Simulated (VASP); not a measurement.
# Ti4C in VASP: a series of runs

Runs on Ti4C. Level: PBE. Tasks: single point, relaxation of the atoms.

Everything below comes from runs of VASP 6.6.1. Logs are shortened: lines on timing, memory, paths and dates and some standing lists are left out, and cuts for length are marked.

### 1 The cell of the first run

The cell holds a slab with vacuum, 5 atoms: a = 2.938 Å, b = 2.938 Å, c = 22.405 Å, α = 90.00°, β = 90.00°, γ = 120.00°.

### 2 Single point, PBE

INCAR

```
  PREC = Accurate
  ENCUT = 520
  EDIFF = 1E-7
  ISMEAR = 0
  SIGMA = 0.1
  LREAL = F
  LASPH = T
  NELM = 60
  ALGO = Normal
  ISIF = 2
  LWAVE = F
  LCHARG = F
  LDIPOL = T
  IDIPOL = 3
  DIPOL = 0.5 0.5 0.382
  GGA = PE
  NBANDS = 34
```

KPOINTS

```
regular mesh
0
Gamma
  9 9 1
```

POSCAR

```
Ti4C
1.0
    2.9384580613      0.0000000000      0.0000000000
   -1.4692290307      2.5447793290      0.0000000000
    0.0000000000      0.0000000000     22.4046135985
Ti C
4 1
Direct
    0.6666666667      0.3333333333      0.1785346568
    0.3333333333      0.6666666667      0.2823220753
    0.6666666667      0.3333333333      0.3901862329
    0.3333333333      0.6666666667      0.4867128616
    0.3333333333      0.6666666667      0.5746411802
```

Potentials or basis: VASP PAW PBE potentials, release 64 (Ti_sv, C).

Run with:

```console
$ cat potpaw_PBE.64/Ti_sv/POTCAR potpaw_PBE.64/C/POTCAR > POTCAR
$ mpirun -np 1 vasp_std > vasp.out
```

OUTCAR:

```text
PREC = Accurate
   ENCUT = 520
   EDIFF = 1E-7
   ISMEAR = 0
   LREAL = F
   LASPH = T
   NELM = 60
   ISIF = 2
   GGA = PE

 ion  position               nearest neighbor table
   1  0.667  0.333  0.179-   2 2.88   2 2.88   2 2.88
   2  0.333  0.667  0.282-   1 2.88   1 2.88   1 2.88
   3  0.667  0.333  0.390-   4 2.75   4 2.75   4 2.75
   4  0.333  0.667  0.487-   5 1.97   3 2.75   3 2.75   3 2.75
   5  0.333  0.667  0.575-   4 1.97

  LATTYP: Found a hexagonal cell.
 ALAT       =     2.9384580613
 C/A-ratio  =     7.6246157444

  Lattice vectors:

 A1 = (   2.9384580613,   0.0000000000,   0.0000000000)
 A2 = (  -1.4692290307,   2.5447793290,   0.0000000000)
 A3 = (   0.0000000000,   0.0000000000,  22.4046135985)

Analysis of symmetry for initial positions (statically):
=====================================================================
 Subroutine PRICEL returns:
 Original cell was already a primitive cell.

 Routine SETGRP: Setting up the symmetry group for a
 hexagonal supercell.

 Subroutine GETGRP returns: Found  6 space group operations
 (whereof  6 operations were pure point group operations)
 out of a pool of 24 trial point group operations.

The static configuration has the point symmetry C_3v.

Analysis of symmetry for dynamics (positions and initial velocities):
=====================================================================
 Subroutine PRICEL returns:
 Original cell was already a primitive cell.

 Routine SETGRP: Setting up the symmetry group for a
 hexagonal supercell.

 Subroutine GETGRP returns: Found  6 space group operations
 (whereof  6 operations were pure point group operations)
 out of a pool of 24 trial point group operations.

The dynamic configuration has the point symmetry C_3v.

 Subroutine INISYM returns: Found  6 space group operations
 (whereof  6 operations are pure point group operations),
 and found     1 'primitive' translations

----------------------------------------------------------------------------------------

                                     Primitive cell

  volume of cell :     167.5356

  direct lattice vectors                    reciprocal lattice vectors
     2.938458061  0.000000000  0.000000000     0.340314539  0.196480691  0.000000000
    -1.469229031  2.544779329  0.000000000     0.000000000  0.392961381  0.000000000
     0.000000000  0.000000000 22.404613598     0.000000000  0.000000000  0.044633664

  length of vectors
     2.938458061  2.938458061 22.404613598     0.392961381  0.392961381  0.044633664

  position of ions in fractional coordinates (direct lattice)
     0.666666667  0.333333333  0.178534657
     0.333333333  0.666666667  0.282322075
     0.666666667  0.333333333  0.390186233
     0.333333333  0.666666667  0.486712862
     0.333333333  0.666666667  0.574641180

  ion indices of the primitive-cell ions
   primitive index   ion index
                 1           1
                 2           2
                 3           3
                 4           4
                 5           5

----------------------------------------------------------------------------------------

 KPOINTS: regular mesh

Automatic generation of k-mesh.
 Grid dimensions read from file:
 generate k-points for:    9    9    1

 Generating k-lattice:

  Cartesian coordinates                     Fractional coordinates (reciprocal lattice)
     0.037812727  0.021831188  0.000000000     0.111111111  0.000000000  0.000000000
     0.000000000  0.043662376  0.000000000     0.000000000  0.111111111  0.000000000
     0.000000000  0.000000000  0.044633664     0.000000000  0.000000000  1.000000000

  Length of vectors
     0.043662376  0.043662376  0.044633664

  Shift w.r.t. Gamma in fractional coordinates (k-lattice)
     0.000000000  0.000000000  0.000000000

 Subroutine IBZKPT returns following result:
 ===========================================

 Found     12 irreducible k-points:

 Following reciprocal coordinates:
            Coordinates               Weight
  0.000000  0.000000  0.000000      1.000000
  0.111111 -0.000000  0.000000      6.000000
  0.222222  0.000000  0.000000      6.000000
  0.333333 -0.000000  0.000000      6.000000
  0.444444  0.000000  0.000000      6.000000
  0.111111  0.111111  0.000000      6.000000
  0.222222  0.111111  0.000000     12.000000
  0.333333  0.111111  0.000000     12.000000
  0.444444  0.111111  0.000000      6.000000
  0.222222  0.222222  0.000000      6.000000
  0.333333  0.222222  0.000000     12.000000
  0.333333  0.333333  0.000000      2.000000
   k-points           NKPTS =     12   k-points in BZ     NKDIM =     12   number of bands    NBANDS=     34
   number of dos      NEDOS =    301   number of ions     NIONS =      5
   total plane-waves  NPLWV =  96768
   dimension x,y,z NGX =    24 NGY =   24 NGZ =  168
   dimension x,y,z NGXF=    48 NGYF=   48 NGZF=  336
   ions per type =               4   1
   NGX,Y,Z   is equivalent  to a cutoff of  13.58, 13.58, 12.47 a.u.
   NGXF,Y,Z  is equivalent  to a cutoff of  27.16, 27.16, 24.93 a.u.
 SYSTEM =  unknown system
   PREC   = accura    normal or accurate (medium, high low for compatibility)
   ISTART =      0    job   : 0-new  1-cont  2-samecut
   ICHARG =      2    charge: 1-file 2-atom 10-const
   ISPIN  =      1    spin polarized calculation?
   LNONCOLLINEAR =      F non collinear calculations
   LSORBIT =      F    spin-orbit coupling
   LASPH  =      T    aspherical Exc in radial PAW
   ENCUT  =  520.0 eV  38.22 Ry    6.18 a.u.   5.46  5.46 41.66*2*pi/ulx,y,z
   NELM   =     60;   NELMIN=  2; NELMDL= -5     # of ELM steps
   EDIFF  = 0.1E-06   stopping-criterion for ELM
   LREAL  =      F    real-space projection
   EDIFFG = 0.1E-05   stopping-criterion for IOM
   NSW    =      0    number of steps for IOM
   IBRION =     -1    ionic relax: 0-MD 1-quasi-New 2-CG
   NFREE  =      0    steps in history (QN), initial steepest desc. (CG)
   ISIF   =      2    stress and relaxation
   ISYM   =      2    0-nonsym 1-usesym 2-fastsym
   POTIM  = 0.5000    time-step for ionic-motion
   TEBEG  =    0.0;   TEEND  =   0.0 temperature during run
   PSTRESS=    0.0 pullay stress
   NELECT =      52.0000    total number of electrons
   NUPDOWN=      -1.0000    fix difference up-down
   EMIN   =  10.00;   EMAX   =-10.00  energy-range for DOS
   EFERMI =   0.00;   METHOD = LEGACY
   ISMEAR =     0;   SIGMA  =   0.10  broadening in eV -4-tet -1-fermi 0-gaus
   EFERMI_NEDOS =   21; number of points for ismear=-14 and -15
   IALGO  =     38    algorithm
   IMIX   =      4    mixing-type and parameters
     AMIX     =   0.40;   BMIX     =  1.00
     AMIX_MAG =   1.60;   BMIX_MAG =  1.00
  volume/ion in A,a.u.               =      33.51       226.12
  Fermi-wavevector in a.u.,A,eV,Ry     =   1.108427  2.094622 16.716246  1.228609
  Thomas-Fermi vector in A             =   2.244954
   LORBIT       =      0    0 simple, 1 ext, 2 COOP (PROOUT), +10 PAW based schemes
   GGA     = PE    functional components
   LHFCALC =     F    Hartree Fock is set to
   AEXX    =    0.0000 exact exchange contribution
   IVDW    =     0    specifies the selected vdW correction
   LEPSILON=     F    determine dielectric tensor
   LRPA    =     F    only Hartree local field effects (RPA)
 non-spin polarized calculation
 Gauss-broadening in eV      SIGMA  =   0.10
  energy-cutoff  :      520.00
  volume of cell :      167.54
 maximum number of plane-waves:      4595
 NGX is ok and might be reduce to    24
   NGX = 11   NGY = 11   NGZ = 83

 dipolmoment           0.000000      0.000000     -0.009426 electrons x Angstroem

 number of electron      51.9999992 magnetization

 dipolmoment           0.000000      0.000000      0.106898 electrons x Angstroem

 Free energy of the ion-electron system (eV)
  ---------------------------------------------------
  ext. energy  EPLUGINS =         0.00000000
  ---------------------------------------------------
  free energy    TOTEN  =       -34.41273059 eV

  energy without entropy =      -34.35473364  energy(sigma->0) =      -34.38373211

 E-fermi :   0.6098     XC(G=0):  -6.2809

 val. band max:        0.5972519331   @ k =   0.2222   0.2222   0.0000
 cond. band min:       0.6462724404   @ k =   0.1111  -0.0000   0.0000
 fundamental gap:      0.0490205073
 Fermi energy:         0.6097770965

 k-point     1 :       0.0000    0.0000    0.0000
  band No.  band energies     occupation
      1     -56.3514      2.00000
      2     -56.1627      2.00000
      3     -56.0424      2.00000
      4     -55.7462      2.00000
      5     -32.7655      2.00000
      6     -32.5086      2.00000
[... 26 lines left out ...]
     33       1.7540      0.00000
     34       2.0897      0.00000

 k-point     2 :       0.1111   -0.0000    0.0000
  band No.  band energies     occupation
      1     -56.3426      2.00000
      2     -56.1546      2.00000
      3     -56.0335      2.00000
      4     -55.7390      2.00000
      5     -32.7501      2.00000
      6     -32.5009      2.00000
[... 26 lines left out ...]
     33       1.8332      0.00000
     34       1.8849      0.00000

 k-point     3 :       0.2222    0.0000    0.0000
  band No.  band energies     occupation
      1     -56.3202      2.00000
      2     -56.1339      2.00000
      3     -56.0108      2.00000
      4     -55.7208      2.00000
      5     -32.7137      2.00000
      6     -32.5323      2.00000
[... 26 lines left out ...]
     33       2.1597      0.00000
     34       2.2308      0.00000

 k-point     4 :       0.3333   -0.0000    0.0000
  band No.  band energies     occupation
      1     -56.2946      2.00000
      2     -56.1103      2.00000
      3     -55.9848      2.00000
      4     -55.7000      2.00000
      5     -32.6990      2.00000
      6     -32.6614      2.00000
[... 26 lines left out ...]
     33       2.4625      0.00000
     34       2.7192      0.00000

 k-point     5 :       0.4444    0.0000    0.0000
  band No.  band energies     occupation
      1     -56.2778      2.00000
      2     -56.0949      2.00000
      3     -55.9676      2.00000
      4     -55.6865      2.00000
      5     -32.7755      2.00000
      6     -32.6984      2.00000
[... 26 lines left out ...]
     33       2.4767      0.00000
     34       3.3925      0.00000

 k-point     6 :       0.1111    0.1111    0.0000
  band No.  band energies     occupation
      1     -56.3270      2.00000
      2     -56.1402      2.00000
      3     -56.0177      2.00000
      4     -55.7263      2.00000
      5     -32.7239      2.00000
      6     -32.5050      2.00000
[... 26 lines left out ...]
     33       1.9793      0.00000
     34       2.0985      0.00000

 k-point     7 :       0.2222    0.1111    0.0000
  band No.  band energies     occupation
      1     -56.3030      2.00000
      2     -56.1180      2.00000
      3     -55.9933      2.00000
      4     -55.7068      2.00000
      5     -32.6926      2.00000
      6     -32.6045      2.00000
[... 26 lines left out ...]
     33       2.2585      0.00000
     34       2.3014      0.00000

 k-point     8 :       0.3333    0.1111    0.0000
  band No.  band energies     occupation
      1     -56.2818      2.00000
      2     -56.0985      2.00000
      3     -55.9716      2.00000
      4     -55.6896      2.00000
      5     -32.7288      2.00000
      6     -32.6760      2.00000
[... 26 lines left out ...]
     33       2.3946      0.00000
     34       2.8709      0.00000

 k-point     9 :       0.4444    0.1111    0.0000
  band No.  band energies     occupation
      1     -56.2733      2.00000
      2     -56.0908      2.00000
      3     -55.9630      2.00000
      4     -55.6828      2.00000
      5     -32.7706      2.00000
      6     -32.6919      2.00000
[... 26 lines left out ...]
     33       2.5421      0.00000
     34       3.2015      0.00000

 k-point    10 :       0.2222    0.2222    0.0000
  band No.  band energies     occupation
      1     -56.2833      2.00000
      2     -56.1000      2.00000
      3     -55.9732      2.00000
      4     -55.6909      2.00000
      5     -32.6943      2.00000
      6     -32.6532      2.00000
[... 26 lines left out ...]
     33       2.1214      0.00000
     34       2.5969      0.00000

 k-point    11 :       0.3333    0.2222    0.0000
  band No.  band energies     occupation
      1     -56.2705      2.00000
      2     -56.0882      2.00000
      3     -55.9601      2.00000
      4     -55.6805      2.00000
      5     -32.7178      2.00000
      6     -32.6618      2.00000
[... 26 lines left out ...]
     33       2.3519      0.00000
     34       2.8528      0.00000

 k-point    12 :       0.3333    0.3333    0.0000
  band No.  band energies     occupation
      1     -56.2660      2.00000
      2     -56.0841      2.00000
      3     -55.9555      2.00000
      4     -55.6768      2.00000
      5     -32.6601      2.00000
      6     -32.6452      2.00000
[... 26 lines left out ...]
     33       2.3457      0.00000
     34       2.8473      0.00000

------------------------ aborting loop because EDIFF is reached ----------------------------------------

 vacuum level on the upper side and lower side of the slab       (xc-potential included)         1.085        -1.505

  FORCE on cell =-STRESS in cart. coord.  units (eV):
  Direction    XX          YY          ZZ          XY          YZ          ZX
  --------------------------------------------------------------------------------------
  -------------------------------------------------------------------------------------
  Total       -2.2138480     -2.2138480     -0.2548880      0.0000000      0.0000000     -0.0000000
  in kB      -21.1714840    -21.1714840     -2.4375461      0.0000000      0.0000000     -0.0000000
  external PRESSURE =     -14.9268380 kB  Pullay stress =       0.0000000 kB

 VOLUME and BASIS-vectors are now :
 -----------------------------------------------------------------------------
  energy-cutoff  :      520.00
  volume of cell :      167.54
      direct lattice vectors                 reciprocal lattice vectors
     2.938458061  0.000000000  0.000000000     0.340314539  0.196480691  0.000000000
    -1.469229031  2.544779329  0.000000000     0.000000000  0.392961381  0.000000000
     0.000000000  0.000000000 22.404613598     0.000000000  0.000000000  0.044633664

 POSITION                                       TOTAL-FORCE (eV/Angst)
 -----------------------------------------------------------------------------------
      1.46923      0.84826      4.00000        -0.000000     -0.000000      0.556562
     -0.00000      1.69652      6.32532        -0.000000     -0.000000     -0.367983
      1.46923      0.84826      8.74197         0.000000      0.000000     -0.884414
     -0.00000      1.69652     10.90461         0.000000      0.000000      0.690569
     -0.00000      1.69652     12.87461        -0.000000      0.000000      0.005266
 -----------------------------------------------------------------------------------
    total drift:                                0.000000     -0.000000     -0.000010

  FREE ENERGIE OF THE ION-ELECTRON SYSTEM (eV)
  ---------------------------------------------------
  free  energy   TOTEN  =       -34.4127305904 eV

  energy  without entropy=      -34.3547336356  energy(sigma->0) =      -34.38373211

 vacuum level on the upper side and lower side of the slab         7.507         4.850
```

It took 2 min on 1 thread of AMD EPYC 9R45 (Zen 5), shared host; peak memory 0.28 GiB.

What came out:

```yaml
Free_energy: -34.4127 eV
Largest_force: 0.884 eV/Å
Band_gap_on_the_k_mesh: zero (bands 26 and 27 overlap by 0.87 eV)
```

Forces in eV/Å, atoms in the order of the input:
```
Ti   0.000  0.000  0.557
Ti   0.000  0.000 -0.368
Ti   0.000  0.000 -0.884
Ti   0.000  0.000  0.691
C    0.000  0.000  0.005
```

Levels at points of the mesh, in eV from the Fermi level:
```csv
k point,band 23,band 24,band 25,band 26,band 27,band 28,band 29,band 30
"(0.00, 0.00, 0.00)",-0.12,0.37,0.53,0.73,0.73,0.74,0.74,0.95
```

(Part 1 of 2 ends here.)
